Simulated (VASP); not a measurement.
# C (P6_3/mmc) in VASP: further runs, part 2 of 2

VASP 6.6.1.

## (3) Single point, PBEsol+D3(BJ) (8.40 Å³/atom)

Input file INCAR:

```
PREC     = Accurate       # precision mode
ENCUT    = 520            # plane-wave cutoff, eV
EDIFF    = 1E-6           # SCF threshold, eV
ISMEAR   = 0              # smearing method
SIGMA    = 0.15           # smearing width, eV
LREAL    = F              # projectors in reciprocal space
LASPH    = T              # aspherical terms in the spheres
NELM     = 80             # most SCF steps
ALGO     = Normal         # electronic algorithm
ISIF     = 2              # what is computed and relaxed
LWAVE    = F              # write WAVECAR
LCHARG   = F              # write CHGCAR
GGA      = PS             # functional
IVDW     = 12             # dispersion correction
NBANDS   = 16             # bands
```

Input file KPOINTS:

```
Automatic mesh
0
Gamma
  21 21 8
```

Input file POSCAR:

```
C
1.0
    2.4186988246      0.0000000000      0.0000000000
   -1.2093494123      2.0946546262      0.0000000000
    0.0000000000      0.0000000000      6.6327977868
C
4
Direct
    0.0000000000      0.0000000000      0.0025000000
    0.0000000000      0.0000000000      0.5025000000
    0.3333333333      0.6666666667      0.0025000000
    0.6666666667      0.3333333333      0.5025000000
```

Potentials or basis: VASP PAW PBE potentials, release 64 (C).

On the command line:

```console
> cat potpaw_PBE.64/C/POTCAR > POTCAR
> mpirun -np 1 vasp_std > vasp.out
```

OUTCAR:

```text
PREC = Accurate
   ENCUT = 520
   EDIFF = 1E-6
   ISMEAR = 0
   LREAL = F
   LASPH = T
   NELM = 80
   ISIF = 2
   GGA = PS
   IVDW = 12
 IVDW          = 12

 ion  position               nearest neighbor table
   1  0.000  0.000  0.002-   3 1.40   3 1.40   3 1.40
   2  0.000  0.000  0.502-   4 1.40   4 1.40   4 1.40
   3  0.333  0.667  0.002-   1 1.40   1 1.40   1 1.40
   4  0.667  0.333  0.502-   2 1.40   2 1.40   2 1.40

  LATTYP: Found a hexagonal cell.
 ALAT       =     2.4186988246
 C/A-ratio  =     2.7423000000

  Lattice vectors:

 A1 = (   2.4186988246,   0.0000000000,   0.0000000000)
 A2 = (  -1.2093494123,   2.0946546262,   0.0000000000)
 A3 = (   0.0000000000,   0.0000000000,   6.6327977868)

Analysis of symmetry for initial positions (statically):
=====================================================================
 Subroutine PRICEL returns:
 Original cell was already a primitive cell.

 Routine SETGRP: Setting up the symmetry group for a
 hexagonal supercell.

 Subroutine GETGRP returns: Found 24 space group operations
 (whereof  6 operations were pure point group operations)
 out of a pool of 24 trial point group operations.

The static configuration has the point symmetry C_3v.
 The point group associated with its full space group is D_6h.

Analysis of symmetry for dynamics (positions and initial velocities):
=====================================================================
 Subroutine PRICEL returns:
 Original cell was already a primitive cell.

 Routine SETGRP: Setting up the symmetry group for a
 hexagonal supercell.

 Subroutine GETGRP returns: Found 24 space group operations
 (whereof  6 operations were pure point group operations)
 out of a pool of 24 trial point group operations.

[... 122 lines left out ...]
   IALGO  =     38    algorithm
   IMIX   =      4    mixing-type and parameters
     AMIX     =   0.40;   BMIX     =  1.00
     AMIX_MAG =   1.60;   BMIX_MAG =  1.00
  volume/ion in A,a.u.               =       8.40        56.69
  Fermi-wavevector in a.u.,A,eV,Ry     =   1.278354  2.415739 22.234494  1.634189
  Thomas-Fermi vector in A             =   2.410902
   LORBIT       =      0    0 simple, 1 ext, 2 COOP (PROOUT), +10 PAW based schemes
   GGA     = PS    functional components
   LHFCALC =     F    Hartree Fock is set to
   AEXX    =    0.0000 exact exchange contribution
   IVDW    =    12    specifies the selected vdW correction
   LEPSILON=     F    determine dielectric tensor
   LRPA    =     F    only Hartree local field effects (RPA)
 non-spin polarized calculation
 Gauss-broadening in eV      SIGMA  =   0.15
  energy-cutoff  :      520.00
  volume of cell :       33.60
 maximum number of plane-waves:       936
 NGX is ok and might be reduce to    18
   NGX =  9   NGY =  9   NGZ = 25

 number of electron      16.0000000 magnetization

 Free energy of the ion-electron system (eV)
  ---------------------------------------------------
  ext. energy  EPLUGINS =         0.00000000
  ---------------------------------------------------
  free energy    TOTEN  =       -38.48186094 eV

  energy without entropy =      -38.48099678  energy(sigma->0) =      -38.48142886

 E-fermi :   5.0364     XC(G=0): -10.7447

 val. band max:        5.0345777712   @ k =   0.3333   0.3333   0.5000
 cond. band min:       5.0365436952   @ k =   0.3333   0.3333   0.2500
 fundamental gap:      0.0019659240
 Fermi energy:         5.0364223550

 k-point     1 :       0.0000    0.0000    0.0000
  band No.  band energies     occupation
      1     -15.0376      2.00000
      2     -14.7081      2.00000
      3      -3.9594      2.00000
      4      -1.8591      2.00000
      5       2.0977      2.00000
      6       2.0977      2.00000
[... 433 lines left out ...]
      3      -2.1715      2.00000
      4      -2.0848      2.00000
      5      -2.0560      2.00000
      6      -0.5547      2.00000
[... 8 lines left out ...]
     15      17.6875      0.00000
     16      17.9124      0.00000

 [... further k-points ...]

------------------------ aborting loop because EDIFF is reached ----------------------------------------

 Edisp (eV)   -0.44321

 E8    (eV) :    -0.2156

  FORCE on cell =-STRESS in cart. coord.  units (eV):
  Direction    XX          YY          ZZ          XY          YZ          ZX
  --------------------------------------------------------------------------------------
  -------------------------------------------------------------------------------------
  Total       5.14787     5.14787    -0.09894     0.00000    -0.00000     0.00000
  in kB     245.44102   245.44102    -4.71744     0.00000    -0.00000     0.00000
  external pressure =      162.05 kB  Pullay stress =        0.00 kB

 VOLUME and BASIS-vectors are now :
 -----------------------------------------------------------------------------
  energy-cutoff  :      520.00
  volume of cell :       33.60
      direct lattice vectors                 reciprocal lattice vectors
     2.418698825  0.000000000  0.000000000     0.413445440  0.238702836  0.000000000
    -1.209349412  2.094654626  0.000000000     0.000000000  0.477405672  0.000000000
     0.000000000  0.000000000  6.632797787     0.000000000  0.000000000  0.150765941

 POSITION                                       TOTAL-FORCE (eV/Angst)
 -----------------------------------------------------------------------------------
      0.00000      0.00000      0.01658         0.000000     -0.000000     -0.000000
      0.00000      0.00000      3.33298        -0.000000      0.000000      0.000000
     -0.00000      1.39644      0.01658        -0.000000      0.000000      0.000000
      1.20935      0.69822      3.33298         0.000000     -0.000000      0.000000
 -----------------------------------------------------------------------------------
    total drift:                               -0.000000     -0.000000      0.000006

  FREE ENERGIE OF THE ION-ELECTRON SYSTEM (eV)
  ---------------------------------------------------
  free  energy   TOTEN  =       -38.9250702064 eV

  energy  without entropy=      -38.9242060375  energy(sigma->0) =      -38.92463812
```

Run time: 2.2 min. Hardware: 1 thread of Intel Xeon 8259CL, shared host; peak memory 0.22 GiB.

What came out:

```yaml
Free_energy: -38.9251 eV
Pressure: 16.2 GPa
Band_gap_on_the_k_mesh: zero (bands 8 and 9 overlap by 0.03 eV)
Dispersion_energy_per_atom: -0.111 eV
```

Levels at points of the mesh, in eV from the Fermi level:
```csv
k point,band 5,band 6,band 7,band 8,band 9,band 10,band 11,band 12
"(0.00, 0.00, 0.00)",-2.94,-2.94,-2.92,-2.92,3.93,8.69,8.69,8.75
"(0.00, 0.00, 0.50)",-2.93,-2.93,-2.93,-2.93,6.68,6.68,8.72,8.72
```

Caveat: the cell stands under pressure; the PAW data sets were made with another functional, which shifts forces and pressure a little.

## (4) Single point, PBEsol+D3(BJ) (8.40 Å³/atom)

Input file INCAR:

```
SYSTEM = C
PREC = Accurate ; ENCUT = 520
EDIFF = 1E-7 ; ISMEAR = 0
SIGMA = 0.15 ; LREAL = .False.
LASPH = .True. ; NELM = 100
ALGO = Normal ; ISIF = 2
LWAVE = .False. ; LCHARG = .False.
GGA = PS ; IVDW = 12
NBANDS = 16
```

Input file KPOINTS:

```
Automatic mesh
0
Gamma
  21 21 8
  0 0 0
```

Input file POSCAR:

```
C
1.0
    2.3993157693      0.0000000000      0.0000000000
   -1.1996578847      2.0778684079      0.0000000000
    0.0000000000      0.0000000000      6.7403977907
C
4
Direct
    0.0000000000      0.0000000000      0.0025000000
    0.0000000000      0.0000000000      0.5025000000
    0.3333333333      0.6666666667      0.0025000000
    0.6666666667      0.3333333333      0.5025000000
```

Potentials or basis: VASP PAW PBE potentials, release 64 (C).

On the command line:

```console
> cat potpaw_PBE.64/C/POTCAR > POTCAR
> mpirun -np 1 vasp_std > vasp.out
```

OUTCAR:

```text
SYSTEM = C
   PREC = Accurate
   ENCUT = 520
   EDIFF = 1E-7
   ISMEAR = 0
   LREAL = .False.
   LASPH = .True.
   NELM = 100
   ISIF = 2
   GGA = PS
   IVDW = 12
 IVDW          = 12

 ion  position               nearest neighbor table
   1  0.000  0.000  0.002-   3 1.39   3 1.39   3 1.39
   2  0.000  0.000  0.502-   4 1.39   4 1.39   4 1.39
   3  0.333  0.667  0.002-   1 1.39   1 1.39   1 1.39
   4  0.667  0.333  0.502-   2 1.39   2 1.39   2 1.39

  LATTYP: Found a hexagonal cell.
[... 658 lines left out ...]

 E8    (eV) :    -0.2100

  FORCE on cell =-STRESS in cart. coord.  units (eV):
  Direction    XX          YY          ZZ          XY          YZ          ZX
  --------------------------------------------------------------------------------------
  -------------------------------------------------------------------------------------
  Total       7.72525     7.72525    -0.19920    -0.00000     0.00000     0.00000
  in kB     368.32586   368.32586    -9.49739    -0.00000     0.00000     0.00000
  external pressure =      242.38 kB  Pullay stress =        0.00 kB

 VOLUME and BASIS-vectors are now :
 -----------------------------------------------------------------------------
  energy-cutoff  :      520.00
  volume of cell :       33.60
      direct lattice vectors                 reciprocal lattice vectors
     2.399315769  0.000000000  0.000000000     0.416785491  0.240631215  0.000000000
    -1.199657885  2.077868408  0.000000000     0.000000000  0.481262430  0.000000000
     0.000000000  0.000000000  6.740397791     0.000000000  0.000000000  0.148359196

 POSITION                                       TOTAL-FORCE (eV/Angst)
 -----------------------------------------------------------------------------------
      0.00000      0.00000      0.01685        -0.000000     -0.000000      0.000000
      0.00000      0.00000      3.38705         0.000000     -0.000000     -0.000000
     -0.00000      1.38525      0.01685        -0.000000      0.000000      0.000000
      1.19966      0.69262      3.38705         0.000000      0.000000     -0.000000
 -----------------------------------------------------------------------------------
    total drift:                               -0.000000     -0.000000      0.000019

  FREE ENERGIE OF THE ION-ELECTRON SYSTEM (eV)
  ---------------------------------------------------
  free  energy   TOTEN  =       -38.8192140018 eV

  energy  without entropy=      -38.8183416309  energy(sigma->0) =      -38.81877782
```

OSZICAR:

```text
N       E                     dE             d eps       ncg     rms          rms(c)
DAV:   1     0.301391128489E+02    0.30139E+02   -0.80041E+03  7680   0.939E+02
DAV:   2    -0.387565046610E+02   -0.68896E+02   -0.62513E+02 10888   0.188E+02
DAV:   3    -0.413547153910E+02   -0.25982E+01   -0.25844E+01  9992   0.337E+01
DAV:   4    -0.413748193831E+02   -0.20104E-01   -0.20097E-01  9824   0.356E+00
DAV:   5    -0.413751025469E+02   -0.28316E-03   -0.28314E-03  9680   0.405E-01    0.997E+00
DAV:   6    -0.390938072673E+02    0.22813E+01   -0.15001E+00  9208   0.792E+00    0.577E+00
DAV:   7    -0.383814371649E+02    0.71237E+00   -0.18119E+00  9408   0.882E+00    0.160E+00
DAV:   8    -0.383896268420E+02   -0.81897E-02   -0.92078E-02  9064   0.184E+00    0.419E-01
DAV:   9    -0.383872280441E+02    0.23988E-02   -0.31901E-03  9584   0.395E-01    0.120E-01
DAV:  10    -0.383873537539E+02   -0.12571E-03   -0.71983E-04  9056   0.173E-01    0.848E-02
DAV:  11    -0.383873478538E+02    0.59000E-05   -0.35319E-05  9608   0.405E-02    0.561E-03
DAV:  12    -0.383873488231E+02   -0.96924E-06   -0.11633E-06  9480   0.730E-03    0.698E-03
DAV:  13    -0.383873488116E+02    0.11502E-07   -0.32078E-07  9064   0.438E-03
   1 F= -.38819214E+02 E0= -.38818778E+02  d E =-.872371E-03
```

stdout:

```text
POSCAR found type information on POSCAR C
 POSCAR found :  1 types and       4 ions
 scaLAPACK will be used
 -----------------------------------------------------------------------------
|                                                                             |
|                                                                             |
|     You enforced a specific xc type in the INCAR file but a different       |
|     I HOPE YOU KNOW WHAT YOU ARE DOING!                                     |
|                                                                             |
 -----------------------------------------------------------------------------

 LDA part: xc-table for (Slater+PW92), standard interpolation
 POSCAR, INCAR and KPOINTS ok, starting setup
 FFT: planning ... GRIDC
 FFT: planning ... GRID_SOFT
 FFT: planning ... GRID
 WAVECAR not read
 entering main loop
```

It took 2.9 min on 1 thread of Intel Xeon 8259CL, shared host; peak memory 0.22 GiB.

What came out:

| Property | Result |
| --- | --- |
| Free energy | -38.8192 eV |
| Pressure | 24.2 GPa |
| Band gap on the k mesh | zero (bands 8 and 9 overlap by 0.03 eV) |
| Dispersion energy per atom | -0.108 eV |

Caveat: the cell stands under pressure; the PAW data sets were made with another functional, which shifts forces and pressure a little.

## (5) Single point, PBEsol+D3(BJ) (9.64 Å³/atom)

This run uses another cell than the first one, of 9.64 Å³/atom.

Input file INCAR:

```
PREC = Accurate ; ENCUT = 520
EDIFF = 1E-6 ; ISMEAR = 0
SIGMA = 0.15 ; LREAL = F
LASPH = T ; NELM = 100
ALGO = Normal ; ISIF = 2
LWAVE = F ; LCHARG = T
GGA = PS ; IVDW = 12
LELF = T ; LVHAR = T
NBANDS = 16
```

Input file KPOINTS:

```
Automatic mesh
0
Gamma
  21 21 8
```

Input file POSCAR:

```
C
1.0
    2.4918119357      0.0000000000      0.0000000000
   -1.2459059679      2.1579724378      0.0000000000
    0.0000000000      0.0000000000      7.1709363886
C
4
Direct
    0.0000000000      0.0000000000      0.0025000000
    0.0000000000      0.0000000000      0.5025000000
    0.3333333333      0.6666666667      0.0025000000
    0.6666666667      0.3333333333      0.5025000000
```

On the command line:

```console
> cat potpaw_PBE.64/C/POTCAR > POTCAR
> mpirun -np 1 vasp_std > vasp.out
```

Wall time 2.7 min (1 thread of Intel Xeon 8259CL, shared host); peak memory 0.24 GiB.

Results (log left out):

```
Free energy                : -38.9473 eV
Pressure                   : -10.3 GPa
Band gap on the k mesh     : zero (bands 8 and 9 overlap by 0.01 eV)
Dispersion energy per atom : -0.102 eV
```

Stress tensor (GPa, compression positive):
```
-14.62   0.00   0.00
  0.00 -14.62   0.00
  0.00   0.00  -1.77
```

Levels at points of the mesh, in eV from the Fermi level:
| k point | band 6 | band 7 | band 8 | band 9 | band 10 | band 11 |
| --- | --- | --- | --- | --- | --- | --- |
| (0.00, 0.00, 0.00) | -3.00 | -2.99 | -2.99 | 3.72 | 8.09 | 8.09 |
| (0.00, 0.00, 0.50) | -3.00 | -3.00 | -3.00 | 5.90 | 5.90 | 8.10 |

Caveat: the cell stands under tension; the PAW data sets were made with another functional, which shifts forces and pressure a little.

## (6) Overview

| cell | gap on the mesh (eV) | pressure (GPa) |
| --- | --- | --- |
| a = 2.342, b = 2.342, c = 7.073 Å, angles 90.0, 90.0, 120.0°, 4 atoms | none | 49.3 |
| a = 2.419, b = 2.419, c = 6.633 Å, angles 90.0, 90.0, 120.0°, 4 atoms | none | 16.2 |
| a = 2.399, b = 2.399, c = 6.740 Å, angles 90.0, 90.0, 120.0°, 4 atoms | none | 24.2 |
| a = 2.492, b = 2.492, c = 7.171 Å, angles 90.0, 90.0, 120.0°, 4 atoms | none | -10.3 |

Alike in all rows: task single point; level PBEsol+D3(BJ); potentials or basis VASP PAW PBE potentials, release 64 (C); no spin polarisation; k mesh 21 × 21 × 8; cutoff (eV) 520; smearing gaussian 0.15 eV.

Caveats: the PAW data sets were made with another functional, which shifts forces and pressure a little; the cell stands under pressure (at least some runs); the cell stands under tension (at least some runs).

Total energies depend on the potentials used, so only differences within one code and one set of settings carry meaning.
